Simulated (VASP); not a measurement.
# EuGeAsH (P4/nmm) in VASP: single point with r2SCAN+U

Aim: the single point of EuGeAsH with r2SCAN+U.

Program: VASP 6.6.1. These are calculated values, not measurements. Logs are shortened: lines on timing, memory, paths and dates and some standing lists are left out, and cuts for length are marked.

### Step 1. The cell of the first run

Symmetry: P4/nmm, No. 129, tetragonal system. Conventional cell: a = 4.251 Å, b = 4.251 Å, c = 8.138 Å, α = 90.00°, β = 90.00°, γ = 90.00°. Within 3.5 Å of Eu (site symmetry 4mm) lie 4 H at 2.54 Å and 4 Ge at 3.29 Å and 4 As at 3.42 Å. Within 3.5 Å of H (site symmetry -4m2) lie 4 Eu at 2.54 Å and 4 H at 3.01 Å and 4 Ge at 3.46 Å. Within 3.3 Å of Ge (site symmetry 4mm) lie 4 As at 2.51 Å and 4 Eu at 3.29 Å. As (site symmetry -4m2) has 4 Ge at 2.51 Å and 4 As at 3.01 Å and 4 Eu at 3.42 Å within 3.5 Å.

### Step 2. Single point, r2SCAN+U, collinear spin, ferromagnetic start

POSCAR reads:

```
EuGeAsH
1.0
    4.2505622600      0.0000000000      0.0000000000
    0.0000000000      4.2505622600      0.0000000000
    0.0000000000      0.0000000000      8.1381425200
Eu H Ge As
2 2 2 2
Direct
    0.2500000000      0.2500000000      0.6709000000
    0.7500000000      0.7500000000      0.3291000000
    0.2500000000      0.7500000000      0.5000000000
    0.7500000000      0.2500000000      0.5000000000
    0.2500000000      0.2500000000      0.1643000000
    0.7500000000      0.7500000000      0.8357000000
    0.7500000000      0.2500000000      0.0000000000
    0.2500000000      0.7500000000      0.0000000000
```

INCAR.step1 reads:

```
SYSTEM = EuGeAsH
PREC     = Accurate       ! precision mode
ENCUT    = 520            ! plane-wave cutoff, eV
ISMEAR   = -1             ! smearing method
SIGMA    = 0.1            ! smearing width, eV
LREAL    = .False.        ! projectors in reciprocal space
LASPH    = .True.         ! aspherical terms in the spheres
NELM     = 150            ! most SCF steps
ISPIN    = 2              ! spin polarisation
MAGMOM   = 7 7 0 0 0 0 0 0 ! initial moments
LMAXMIX  = 6              ! l up to which the mixer works
LDAU     = .True.         ! DFT+U
LDAUTYPE = 2            
LDAUL    = 3 -1 -1 -1     ! shell
LDAUU    = 4.55 0 0 0     ! U, eV
LDAUJ    = 0 0 0 0      
NBANDS   = 51             ! bands
GGA      = PE             ! functional
ALGO     = Normal         ! electronic algorithm
EDIFF    = 1E-4           ! SCF threshold, eV
LWAVE    = .True.         ! write WAVECAR
LCHARG   = .False.        ! write CHGCAR
```

INCAR.step2 reads:

```
SYSTEM = EuGeAsH
PREC     = Accurate       ! precision mode
ENCUT    = 520            ! plane-wave cutoff, eV
EDIFF    = 1E-7           ! SCF threshold, eV
ISMEAR   = -1             ! smearing method
SIGMA    = 0.1            ! smearing width, eV
LREAL    = .False.        ! projectors in reciprocal space
LASPH    = .True.         ! aspherical terms in the spheres
NELM     = 150            ! most SCF steps
ALGO     = Normal         ! electronic algorithm
ISIF     = 2              ! what is computed and relaxed
LWAVE    = .False.        ! write WAVECAR
LCHARG   = .True.         ! write CHGCAR
ISPIN    = 2              ! spin polarisation
MAGMOM   = 7 7 0 0 0 0 0 0 ! initial moments
LORBIT   = 11             ! projections on sites
LMAXMIX  = 6              ! l up to which the mixer works
LDAU     = .True.         ! DFT+U
LDAUTYPE = 2            
LDAUL    = 3 -1 -1 -1     ! shell
LDAUU    = 4.55 0 0 0     ! U, eV
LDAUJ    = 0 0 0 0      
LDAUPRINT= 1            
METAGGA  = R2SCAN         ! meta-GGA
LMIXTAU  = .True.       
LELF     = .True.         ! ELF
LVHAR    = .True.       
NBANDS   = 51             ! bands
ISTART   = 1
```

KPOINTS reads:

```
Automatic mesh
0
Gamma
  4 4 3
  0 0 0.5
```

Potentials or basis: VASP PAW PBE potentials, release 64 (Eu, H, Ge_d, As).

The run is started by

```console
$ cat potpaw_PBE.64/Eu/POTCAR potpaw_PBE.64/H/POTCAR potpaw_PBE.64/Ge_d/POTCAR potpaw_PBE.64/As/POTCAR > POTCAR
$ cp INCAR.step1 INCAR
$ mpirun -np 1 vasp_std > vasp.out
$ cp INCAR.step2 INCAR
$ mpirun -np 1 vasp_std > vasp.out
```

OUTCAR:

```text
SYSTEM = EuGeAsH
   PREC = Accurate
   ENCUT = 520
   EDIFF = 1E-7
   ISMEAR = -1
   LREAL = .False.
   LASPH = .True.
   NELM = 150
   ISIF = 2
   ISPIN = 2
   LORBIT = 11
   METAGGA = R2SCAN
   ISTART = 1

 ion  position               nearest neighbor table
   1  0.250  0.250  0.671-
   2  0.750  0.750  0.329-
   3  0.250  0.750  0.500-
   4  0.750  0.250  0.500-
   5  0.250  0.250  0.164-   7 2.51   8 2.51   8 2.51   7 2.51
   6  0.750  0.750  0.836-   7 2.51   8 2.51   7 2.51   8 2.51
   7  0.750  0.250  0.000-   5 2.51   6 2.51   6 2.51   5 2.51
   8  0.250  0.750  0.000-   5 2.51   6 2.51   5 2.51   6 2.51

  LATTYP: Found a simple tetragonal cell.
 ALAT       =     4.2505622600
 C/A-ratio  =     1.9146037682

  Lattice vectors:

 A1 = (   4.2505622600,   0.0000000000,   0.0000000000)
 A2 = (   0.0000000000,   4.2505622600,   0.0000000000)
 A3 = (   0.0000000000,   0.0000000000,   8.1381425200)

Analysis of symmetry for initial positions (statically):
=====================================================================
 Subroutine PRICEL returns:
 Original cell was already a primitive cell.

 Routine SETGRP: Setting up the symmetry group for a
 simple tetragonal supercell.

 Subroutine GETGRP returns: Found 16 space group operations
 (whereof  4 operations were pure point group operations)
 out of a pool of 16 trial point group operations.

The static configuration has the point symmetry C_2h.
 The point group associated with its full space group is D_4h.

Analysis of symmetry for dynamics (positions and initial velocities):
=====================================================================
 Subroutine PRICEL returns:
 Original cell was already a primitive cell.

 Routine SETGRP: Setting up the symmetry group for a
 simple tetragonal supercell.

 Subroutine GETGRP returns: Found 16 space group operations
 (whereof  4 operations were pure point group operations)
 out of a pool of 16 trial point group operations.

The dynamic configuration has the point symmetry C_2h.
 The point group associated with its full space group is D_4h.

Analysis of structural, dynamic, and magnetic symmetry:
=====================================================================
 Subroutine PRICEL returns:
 Original cell was already a primitive cell.

 Routine SETGRP: Setting up the symmetry group for a
 simple tetragonal supercell.

 Subroutine GETGRP returns: Found 16 space group operations
 (whereof  4 operations were pure point group operations)
 out of a pool of 16 trial point group operations.

The overall configuration has the point symmetry C_2h.
 The point group associated with its full space group is D_4h.

 Subroutine INISYM returns: Found 16 space group operations
[... 191 lines left out ...]
 -0.0000  0.0000 -0.0000  0.0000  0.0013 -0.0000  0.9754

spin component  2

  0.0010  0.0000 -0.0005 -0.0000 -0.0000  0.0000  0.0000
  0.0000  0.0007 -0.0000 -0.0000 -0.0000  0.0000 -0.0000
 -0.0005 -0.0000  0.0007 -0.0000  0.0000  0.0000  0.0000
 -0.0000 -0.0000 -0.0000  0.0012  0.0000  0.0000 -0.0000
 -0.0000 -0.0000  0.0000  0.0000  0.0007 -0.0000  0.0005
  0.0000  0.0000  0.0000  0.0000 -0.0000  0.0026  0.0000
  0.0000 -0.0000  0.0000 -0.0000  0.0005  0.0000  0.0010

 occupancies and eigenvectors

  o =  0.0003  v =  0.0000  0.0000  0.0000  0.0000  0.0000  0.0000  0.0000 -0.6072 -0.0000 -0.7945 -0.0000 -0.0020  0.0000  0.0015      0.0000  0.0000  0.0000  0.0000  0.0000  0.0000  0.0000  0.0000  0.0000  0.0000  0.0000  0.0000  0.0000  0.0000
  o =  0.0003  v =  0.0000  0.0000  0.0000  0.0000  0.0000  0.0000  0.0000 -0.0015  0.0000 -0.0020 -0.0000  0.7945 -0.0000 -0.6072      0.0000  0.0000  0.0000  0.0000  0.0000  0.0000  0.0000  0.0000  0.0000  0.0000  0.0000  0.0000  0.0000  0.0000
  o =  0.0007  v =  0.0000  0.0000  0.0000  0.0000  0.0000  0.0000  0.0000 -0.0000  1.0000 -0.0000  0.0000  0.0000  0.0000  0.0000      0.0000  0.0000  0.0000  0.0000  0.0000  0.0000  0.0000  0.0000  0.0000  0.0000  0.0000  0.0000  0.0000  0.0000
  o =  0.0012  v =  0.0000  0.0000  0.0000  0.0000  0.0000  0.0000  0.0000 -0.0000  0.0000  0.0000 -1.0000  0.0000  0.0000  0.0000      0.0000  0.0000  0.0000  0.0000  0.0000  0.0000  0.0000  0.0000  0.0000  0.0000  0.0000  0.0000  0.0000  0.0000
  o =  0.0013  v =  0.0000  0.0000  0.0000  0.0000  0.0000  0.0000  0.0000  0.7945  0.0000 -0.6072 -0.0000  0.0001  0.0000  0.0001      0.0000  0.0000  0.0000  0.0000  0.0000  0.0000  0.0000  0.0000  0.0000  0.0000  0.0000  0.0000  0.0000  0.0000
  o =  0.0013  v =  0.0000  0.0000  0.0000  0.0000  0.0000  0.0000  0.0000  0.0001  0.0000 -0.0001 -0.0000 -0.6072  0.0000 -0.7945      0.0000  0.0000  0.0000  0.0000  0.0000  0.0000  0.0000  0.0000  0.0000  0.0000  0.0000  0.0000  0.0000  0.0000
  o =  0.0026  v =  0.0000  0.0000  0.0000  0.0000  0.0000  0.0000  0.0000  0.0000 -0.0000  0.0000  0.0000  0.0000  1.0000  0.0000      0.0000  0.0000  0.0000  0.0000  0.0000  0.0000  0.0000  0.0000  0.0000  0.0000  0.0000  0.0000  0.0000  0.0000
  o =  0.9716  v =  0.0000 -1.0000  0.0000 -0.0000  0.0000  0.0000 -0.0000  0.0000  0.0000  0.0000  0.0000  0.0000  0.0000  0.0000      0.0000  0.0000  0.0000  0.0000  0.0000  0.0000  0.0000  0.0000  0.0000  0.0000  0.0000  0.0000  0.0000  0.0000
  o =  0.9720  v =  0.0000 -0.0000 -0.0000  0.0000 -0.9326 -0.0000  0.3610  0.0000  0.0000  0.0000  0.0000  0.0000  0.0000  0.0000      0.0000  0.0000  0.0000  0.0000  0.0000  0.0000  0.0000  0.0000  0.0000  0.0000  0.0000  0.0000  0.0000  0.0000
  o =  0.9720  v =  0.3610  0.0000  0.9326 -0.0000 -0.0000  0.0000  0.0000  0.0000  0.0000  0.0000  0.0000  0.0000  0.0000  0.0000      0.0000  0.0000  0.0000  0.0000  0.0000  0.0000  0.0000  0.0000  0.0000  0.0000  0.0000  0.0000  0.0000  0.0000
  o =  0.9759  v =  0.0000 -0.0000 -0.0000  0.0000  0.3610 -0.0000  0.9326  0.0000  0.0000  0.0000  0.0000  0.0000  0.0000  0.0000      0.0000  0.0000  0.0000  0.0000  0.0000  0.0000  0.0000  0.0000  0.0000  0.0000  0.0000  0.0000  0.0000  0.0000
  o =  0.9759  v = -0.9326  0.0000  0.3610 -0.0000 -0.0000  0.0000  0.0000  0.0000  0.0000  0.0000  0.0000  0.0000  0.0000  0.0000      0.0000  0.0000  0.0000  0.0000  0.0000  0.0000  0.0000  0.0000  0.0000  0.0000  0.0000  0.0000  0.0000  0.0000
  o =  0.9764  v =  0.0000 -0.0000  0.0000  1.0000 -0.0000 -0.0000 -0.0000  0.0000  0.0000  0.0000  0.0000  0.0000  0.0000  0.0000      0.0000  0.0000  0.0000  0.0000  0.0000  0.0000  0.0000  0.0000  0.0000  0.0000  0.0000  0.0000  0.0000  0.0000
  o =  0.9767  v =  0.0000 -0.0000  0.0000 -0.0000 -0.0000 -1.0000 -0.0000  0.0000  0.0000  0.0000  0.0000  0.0000  0.0000  0.0000      0.0000  0.0000  0.0000  0.0000  0.0000  0.0000  0.0000  0.0000  0.0000  0.0000  0.0000  0.0000  0.0000  0.0000

 number of electron      73.9999967 magnetization      14.0857793

 Free energy of the ion-electron system (eV)
  ---------------------------------------------------
  ext. energy  EPLUGINS =         0.00000000
  ---------------------------------------------------
  free energy    TOTEN  =      -144.50161657 eV

  energy without entropy =     -144.46554320  energy(sigma->0) =     -144.48357989

 E-fermi :   5.2061     XC(G=0): -10.8985

 val. band max:        5.1779431158   @ k =   0.2500   0.2500   0.5000
 cond. band min:       5.3680919649   @ k =   0.2500   0.2500   0.1667
 fundamental gap:      0.1901488491
 Fermi energy:         5.2061136254

 spin component 1

 k-point     1 :       0.0000    0.0000    0.1667
  band No.  band energies     occupation
      1     -37.2712      1.00000
      2     -37.2590      1.00000
      3     -20.6682      1.00000
      4     -20.6583      1.00000
      5     -20.6420      1.00000
      6     -20.6390      1.00000
[... 613 lines left out ...]
     48       7.7899      0.00000
     49       8.1042      0.00000
 Fermi energy:         5.2061136254

 spin component 2

 k-point     1 :       0.0000    0.0000    0.1667
  band No.  band energies     occupation
      1     -33.5436      1.00000
      2     -33.5249      1.00000
      3     -20.6675      1.00000
      4     -20.6575      1.00000
      5     -20.6378      1.00000
      6     -20.6348      1.00000
[... 613 lines left out ...]
     48      12.5248      0.00000
     49      12.8749      0.00000
 [bands above 49 left out]

------------------------ aborting loop because EDIFF is reached ----------------------------------------

  FORCE on cell =-STRESS in cart. coord.  units (eV):
  Direction    XX          YY          ZZ          XY          YZ          ZX
  --------------------------------------------------------------------------------------
  -------------------------------------------------------------------------------------
  Total       12.3662060     12.3662060      0.0097287      0.0000000      0.0000000      0.0000000
  in kB      134.7500716    134.7500716      0.1060099      0.0000000      0.0000000      0.0000000
  external PRESSURE =      89.8687177 kB  Pullay stress =       0.0000000 kB

 VOLUME and BASIS-vectors are now :
 -----------------------------------------------------------------------------
  energy-cutoff  :      520.00
  volume of cell :      147.03
      direct lattice vectors                 reciprocal lattice vectors
     4.250562260  0.000000000  0.000000000     0.235262993  0.000000000  0.000000000
     0.000000000  4.250562260  0.000000000     0.000000000  0.235262993  0.000000000
     0.000000000  0.000000000  8.138142520     0.000000000  0.000000000  0.122878163

 POSITION                                       TOTAL-FORCE (eV/Angst)
 -----------------------------------------------------------------------------------
      1.06264      1.06264      5.45988        -0.000000      0.000000     -0.677007
      3.18792      3.18792      2.67826        -0.000000     -0.000000      0.677007
      1.06264      3.18792      4.06907         0.000000     -0.000000     -0.000000
      3.18792      1.06264      4.06907        -0.000000      0.000000      0.000000
      1.06264      1.06264      1.33710         0.000000     -0.000000      0.357582
      3.18792      3.18792      6.80105         0.000000     -0.000000     -0.357582
      3.18792      1.06264      0.00000        -0.000000     -0.000000      0.000000
      1.06264      3.18792      0.00000        -0.000000     -0.000000      0.000000
 -----------------------------------------------------------------------------------
    total drift:                                0.000000     -0.000000     -0.000000

  FREE ENERGIE OF THE ION-ELECTRON SYSTEM (eV)
  ---------------------------------------------------
  free  energy   TOTEN  =      -144.5016165695 eV

  energy  without entropy=     -144.4655432031  energy(sigma->0) =     -144.48357989

 total charge

# of ion       s       p       d       f       tot
--------------------------------------------------
    1        2.036   5.810   0.237   6.821  14.905
    2        2.036   5.810   0.237   6.821  14.905
    3        0.528   0.002   0.000   0.000   0.530
    4        0.528   0.002   0.000   0.000   0.530
    5        1.183   1.209  10.050   0.000  12.441
    6        1.183   1.209  10.050   0.000  12.441
    7        1.308   1.501   0.078   0.000   2.886
    8        1.308   1.501   0.078   0.000   2.886
--------------------------------------------------
tot         10.109  17.043  20.731  13.642  61.525

 magnetization (x)

# of ion       s       p       d       f       tot
--------------------------------------------------
    1       -0.024  -0.195   0.051   6.806   6.638
    2       -0.024  -0.195   0.051   6.806   6.638
    3       -0.021   0.000   0.000   0.000  -0.021
    4       -0.021   0.000   0.000   0.000  -0.021
    5       -0.006   0.007   0.001   0.000   0.002
    6       -0.006   0.007   0.001   0.000   0.002
    7        0.004  -0.029   0.001   0.000  -0.023
    8        0.004  -0.029   0.001   0.000  -0.023
--------------------------------------------------
tot         -0.094  -0.433   0.107  13.612  13.192
```

Wall time 27 min (1 thread of Intel Xeon 8259CL, shared host); peak memory 0.43 GiB.

Results:

```
Free energy                                           : -144.5016 eV
Pressure                                              : 9.0 GPa
Largest force                                         : 0.677 eV/Å
Net moment                                            : 14.09 μB per cell
Site moments                                          : Eu +6.64; H -0.02; Ge +0.00; As -0.02 μB
Valence electrons inside the program's atomic spheres : Eu 14.90; H 0.53; Ge 12.44; As 2.89
```

Forces on the atoms (eV/Å):
```
Eu   0.000  0.000 -0.677
Eu   0.000  0.000  0.677
H    0.000  0.000  0.000
H    0.000  0.000  0.000
Ge   0.000  0.000  0.358
Ge   0.000  0.000 -0.358
As   0.000  0.000  0.000
As   0.000  0.000  0.000
```

Stress tensor (GPa, compression positive):
```
13.48  0.00  0.00
 0.00 13.48  0.00
 0.00  0.00  0.01
```

Eigenvalues of the final occupation matrices:
```tsv
site	spin	trace	eigenvalues
site 1 f	1	6.82	0.97 0.97 0.97 0.98 0.98 0.98 0.98
site 1 f	2	0.01	0.00 0.00 0.00 0.00 0.00 0.00 0.00
site 2 f	1	6.82	0.97 0.97 0.97 0.98 0.98 0.98 0.98
site 2 f	2	0.01	0.00 0.00 0.00 0.00 0.00 0.00 0.00
```

Caveat: the k points lie up to 0.37 Å⁻¹ apart; the PAW data sets were made with another functional, which shifts forces and pressure a little; spin-orbit coupling is left out, which moves the levels of the heavy elements. The state reached can hang on the start; a lower one may exist.
